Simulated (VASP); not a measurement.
# TlSn (P4/mmm) in VASP: a series of runs, part 2 of 2

VASP 6.6.1. Earlier steps stand in the parts before.

## (3) Electric field gradients, LDA (volume scaled by 0.94)

The input, INCAR:

```
PREC     = Accurate       # precision mode
ENCUT    = 520            # plane-wave cutoff, eV
EDIFF    = 1E-8           # SCF threshold, eV
ISMEAR   = -1             # smearing method
SIGMA    = 0.08           # smearing width, eV
LREAL    = F              # projectors in reciprocal space
LASPH    = T              # aspherical terms in the spheres
NELM     = 80             # most SCF steps
ALGO     = Normal         # electronic algorithm
ISIF     = 2              # what is computed and relaxed
LWAVE    = F              # write WAVECAR
LCHARG   = F              # write CHGCAR
GGA      = CA             # functional
LEFG     = T            
NBANDS   = 20             # bands
```

The input, KPOINTS:

```
regular mesh
0
Gamma
  9 9 8
```

The input, POSCAR:

```
TlSn
1.0
    3.5409391629      0.0000000000      0.0000000000
    0.0000000000      3.5409391629      0.0000000000
    0.0000000000      0.0000000000      4.2856892256
Tl Sn
1 1
Direct
    0.0000000000      0.0000000000      0.0000000000
    0.5000000000      0.5000000000      0.5000000000
```

Potentials or basis: VASP PAW LDA potentials, release 64 (Tl_d, Sn_d).

Run with:

```console
$ cat potpaw_LDA.64/Tl_d/POTCAR potpaw_LDA.64/Sn_d/POTCAR > POTCAR
$ mpirun -np 1 vasp_std > vasp.out
```

OUTCAR:

```text
PREC = Accurate
   ENCUT = 520
   EDIFF = 1E-8
   ISMEAR = -1
   LREAL = F
   LASPH = T
   NELM = 80
   ISIF = 2
   GGA = CA

 ion  position               nearest neighbor table
   1  0.000  0.000  0.000-   2 3.30   2 3.30   2 3.30   2 3.30   2 3.30   2 3.30   2 3.30   2 3.30

   2  0.500  0.500  0.500-   1 3.30   1 3.30   1 3.30   1 3.30   1 3.30   1 3.30   1 3.30   1 3.30

  LATTYP: Found a simple tetragonal cell.
 ALAT       =     3.5409391629
 C/A-ratio  =     1.2103255742

  Lattice vectors:

 A1 = (   3.5409391629,   0.0000000000,   0.0000000000)
 A2 = (   0.0000000000,   3.5409391629,   0.0000000000)
 A3 = (   0.0000000000,   0.0000000000,   4.2856892256)

Analysis of symmetry for initial positions (statically):
=====================================================================
 Subroutine PRICEL returns:
 Original cell was already a primitive cell.

 Routine SETGRP: Setting up the symmetry group for a
[... 742 lines left out ...]
  volume of cell :       53.74
      direct lattice vectors                 reciprocal lattice vectors
     3.540939163  0.000000000  0.000000000     0.282410952  0.000000000  0.000000000
     0.000000000  3.540939163  0.000000000     0.000000000  0.282410952  0.000000000
     0.000000000  0.000000000  4.285689226     0.000000000  0.000000000  0.233334698

 POSITION                                       TOTAL-FORCE (eV/Angst)
 -----------------------------------------------------------------------------------
      0.00000      0.00000      0.00000         0.000000      0.000000      0.000000
      1.77047      1.77047      2.14284         0.000000      0.000000      0.000000
 -----------------------------------------------------------------------------------
    total drift:                                0.000000      0.000000      0.000000

  FREE ENERGIE OF THE ION-ELECTRON SYSTEM (eV)
  ---------------------------------------------------
  free  energy   TOTEN  =        -7.3437192187 eV

  energy  without entropy=       -7.3237569862  energy(sigma->0) =       -7.33373810

 Electric field gradients (V/A^2)
---------------------------------------------------------------------
 ion       V_xx      V_yy      V_zz      V_xy      V_xz      V_yz
---------------------------------------------------------------------
   1      33.747    33.747   -67.494    -0.000    -0.000    -0.000
   2       5.568     5.568   -11.136     0.000     0.000    -0.000
---------------------------------------------------------------------

 Electric field gradients after diagonalization (V/A^2)
 (convention: |V_zz| > |V_xx| > |V_yy|)
----------------------------------------------------------------------
 ion       V_xx      V_yy      V_zz     asymmetry (V_yy - V_xx)/ V_zz
----------------------------------------------------------------------
   1      33.747    33.747   -67.494       0.000
   2       5.568     5.568   -11.136       0.000
----------------------------------------------------------------------

           NMR quadrupolar parameters

 Cq : quadrupolar parameter    Cq=e*Q*V_zz/h
 eta: asymmetry parameters     (V_yy - V_xx)/ V_zz
 Q  : nuclear electric quadrupole moment in mb (millibarn)
----------------------------------------------------------------------
 ion       Cq(MHz)       eta       Q (mb)
----------------------------------------------------------------------
   1      -0.163       0.000       1.000
   2      -0.027       0.000       1.000
----------------------------------------------------------------------
```

OSZICAR:

```text
N       E                     dE             d eps       ncg     rms          rms(c)
DAV:   1     0.201865460131E+03    0.20187E+03   -0.13784E+04  3060   0.176E+03
DAV:   2     0.773043610079E+01   -0.19414E+03   -0.18889E+03  3016   0.437E+02
DAV:   3    -0.702846093842E+01   -0.14759E+02   -0.14612E+02  3452   0.106E+02
DAV:   4    -0.739229705378E+01   -0.36384E+00   -0.36364E+00  3404   0.161E+01
DAV:   5    -0.740283313642E+01   -0.10536E-01   -0.10536E-01  3724   0.294E+00    0.353E+00
DAV:   6    -0.735501761941E+01    0.47816E-01   -0.82382E-02  3440   0.259E+00    0.236E+00
DAV:   7    -0.734464560261E+01    0.10372E-01   -0.33216E-02  3556   0.171E+00    0.706E-01
DAV:   8    -0.734371747973E+01    0.92812E-03   -0.31159E-03  3276   0.505E-01    0.409E-02
DAV:   9    -0.734372003949E+01   -0.25598E-05   -0.86464E-05  3948   0.785E-02    0.104E-02
DAV:  10    -0.734371937494E+01    0.66455E-06   -0.72117E-06  3500   0.289E-02    0.227E-03
DAV:  11    -0.734371922893E+01    0.14601E-06   -0.80226E-07  3836   0.965E-03    0.384E-03
DAV:  12    -0.734371921879E+01    0.10138E-07   -0.11305E-07  3408   0.295E-03    0.359E-04
DAV:  13    -0.734371921868E+01    0.11232E-09   -0.32751E-09  1924   0.582E-04
   1 F= -.73437192E+01 E0= -.73337381E+01  d E =-.199622E-01
```

stdout:

```text
POSCAR found type information on POSCAR TlSn
 POSCAR found :  2 types and       2 ions
 scaLAPACK will be used
 LDA part: xc-table for (Slater(with rela. corr.)+CA(PZ))
 , standard interpolation
 POSCAR, INCAR and KPOINTS ok, starting setup
 FFT: planning ... GRIDC
 FFT: planning ... GRID_SOFT
 FFT: planning ... GRID
 WAVECAR not read
 entering main loop
ion   1

ion   2
```

Wall time 41 s (1 thread of Intel Xeon Platinum 8488C (Sapphire Rapids), shared host); peak memory 0.2 GiB.

Results:

| Quantity | Value |
| --- | --- |
| Free energy | -7.3437 eV |
| Pressure | -0.7 GPa |

Electric field gradients, principal values (V/Å²):
| atom | least | middle | greatest (by size) |
| --- | --- | --- | --- |
| 1 Tl | 33.747 | 33.747 | -67.494 |
| 2 Sn | 5.568 | 5.568 | -11.136 |

Caveat: without QUAD_EFG the Cq values of the log hold for a quadrupole moment of 1 mb, not for the nuclei; spin-orbit coupling is left out, which moves the levels of the heavy elements.

## (4) Electric field gradients, LDA (volume scaled by 0.96)

The input, INCAR:

```
SYSTEM = TlSn
PREC = Accurate
ENCUT = 520
EDIFF = 1E-8
ISMEAR = -1
SIGMA = 0.08
LREAL = .FALSE.
LASPH = .TRUE.
NELM = 80
ALGO = Normal
ISIF = 2
LWAVE = .FALSE.
LCHARG = .FALSE.
GGA = CA
LEFG = .TRUE.
NBANDS = 20
```

The input, KPOINTS:

```
Automatic mesh
0
G
  9 9 8
  0 0 0
```

The input, POSCAR:

```
TlSn
1.0
    3.5658761758      0.0000000000      0.0000000000
    0.0000000000      3.5658761758      0.0000000000
    0.0000000000      0.0000000000      4.3158711301
Tl Sn
1 1
Direct
    0.0000000000      0.0000000000      0.0000000000
    0.5000000000      0.5000000000      0.5000000000
```

Potentials or basis: VASP PAW LDA potentials, release 64 (Tl_d, Sn_d).

Run with:

```console
$ cat potpaw_LDA.64/Tl_d/POTCAR potpaw_LDA.64/Sn_d/POTCAR > POTCAR
$ mpirun -np 1 vasp_std > vasp.out
```

OUTCAR:

```text
SYSTEM = TlSn
   PREC = Accurate
   ENCUT = 520
   EDIFF = 1E-8
   ISMEAR = -1
   LREAL = .FALSE.
   LASPH = .TRUE.
   NELM = 80
   ISIF = 2
   GGA = CA

 ion  position               nearest neighbor table
   1  0.000  0.000  0.000-   2 3.32   2 3.32   2 3.32   2 3.32   2 3.32   2 3.32   2 3.32   2 3.32

   2  0.500  0.500  0.500-   1 3.32   1 3.32   1 3.32   1 3.32   1 3.32   1 3.32   1 3.32   1 3.32

  LATTYP: Found a simple tetragonal cell.
 ALAT       =     3.5658761758
 C/A-ratio  =     1.2103255742

  Lattice vectors:

 A1 = (   3.5658761758,   0.0000000000,   0.0000000000)
[... 766 lines left out ...]
  free  energy   TOTEN  =        -7.3356619828 eV

  energy  without entropy=       -7.3152589025  energy(sigma->0) =       -7.32546044

 Electric field gradients (V/A^2)
---------------------------------------------------------------------
 ion       V_xx      V_yy      V_zz      V_xy      V_xz      V_yz
---------------------------------------------------------------------
   1      32.763    32.763   -65.526     0.000     0.000    -0.000
   2       5.231     5.231   -10.462     0.000    -0.000     0.000
---------------------------------------------------------------------

 Electric field gradients after diagonalization (V/A^2)
 (convention: |V_zz| > |V_xx| > |V_yy|)
----------------------------------------------------------------------
 ion       V_xx      V_yy      V_zz     asymmetry (V_yy - V_xx)/ V_zz
----------------------------------------------------------------------
   1      32.763    32.763   -65.526       0.000
   2       5.231     5.231   -10.462       0.000
----------------------------------------------------------------------

           NMR quadrupolar parameters

 Cq : quadrupolar parameter    Cq=e*Q*V_zz/h
 eta: asymmetry parameters     (V_yy - V_xx)/ V_zz
 Q  : nuclear electric quadrupole moment in mb (millibarn)
----------------------------------------------------------------------
 ion       Cq(MHz)       eta       Q (mb)
----------------------------------------------------------------------
   1      -0.158       0.000       1.000
   2      -0.025       0.000       1.000
----------------------------------------------------------------------
```

OSZICAR:

```text
N       E                     dE             d eps       ncg     rms          rms(c)
DAV:   1     0.203591077730E+03    0.20359E+03   -0.13742E+04  3064   0.172E+03
DAV:   2     0.799565847650E+01   -0.19560E+03   -0.19050E+03  3036   0.443E+02
DAV:   3    -0.698738923730E+01   -0.14983E+02   -0.14847E+02  3376   0.106E+02
DAV:   4    -0.738034988525E+01   -0.39296E+00   -0.39276E+00  3408   0.167E+01
DAV:   5    -0.739169498656E+01   -0.11345E-01   -0.11345E-01  3648   0.303E+00    0.332E+00
DAV:   6    -0.734635195678E+01    0.45343E-01   -0.79064E-02  3436   0.253E+00    0.223E+00
DAV:   7    -0.733652744901E+01    0.98245E-02   -0.31432E-02  3592   0.165E+00    0.682E-01
DAV:   8    -0.733566074189E+01    0.86671E-03   -0.27519E-03  3244   0.480E-01    0.383E-02
DAV:   9    -0.733566268288E+01   -0.19410E-05   -0.77591E-05  3964   0.754E-02    0.102E-02
DAV:  10    -0.733566211102E+01    0.57186E-06   -0.66769E-06  3480   0.271E-02    0.253E-03
DAV:  11    -0.733566199051E+01    0.12051E-06   -0.70069E-07  3844   0.900E-03    0.359E-03
DAV:  12    -0.733566198283E+01    0.76875E-08   -0.96340E-08  3324   0.260E-03
   1 F= -.73356620E+01 E0= -.73254604E+01  d E =-.204031E-01
```

It took 44 s on 1 thread of Intel Xeon Platinum 8488C (Sapphire Rapids), shared host; peak memory 0.2 GiB.

Results:

```yaml
Free_energy: -7.3357 eV
Pressure: -1.7 GPa
```

Electric field gradients, principal values (V/Å²):
```csv
atom,least,middle,greatest (by size)
1 Tl,32.763,32.763,-65.526
2 Sn,5.231,5.231,-10.462
```

Caveat: without QUAD_EFG the Cq values of the log hold for a quadrupole moment of 1 mb, not for the nuclei; spin-orbit coupling is left out, which moves the levels of the heavy elements.

## (5) Summary

```csv
task,cell,k mesh for the DOS,occupations for the DOS,gap on the mesh (eV),pressure (GPa)
density of states,"a = 3.615, b = 3.615, c = 4.375 Å, 2 atoms",14 × 14 × 12,tetrahedron,-,-
electric field gradients,"a = 3.541, b = 3.541, c = 4.286 Å, 2 atoms",-,-,none,-0.7
electric field gradients,"a = 3.566, b = 3.566, c = 4.316 Å, 2 atoms",-,-,none,-1.7
```

Alike in all rows: level LDA; potentials or basis VASP PAW LDA potentials, release 64 (Tl_d, Sn_d); no spin polarisation; k mesh 9 × 9 × 8; cutoff (eV) 520; smearing fermi-dirac 0.08 eV.

Caveats: spin-orbit coupling is left out, which moves the levels of the heavy elements.

Total energies depend on the potentials used, so only differences within one code and one set of settings carry meaning.
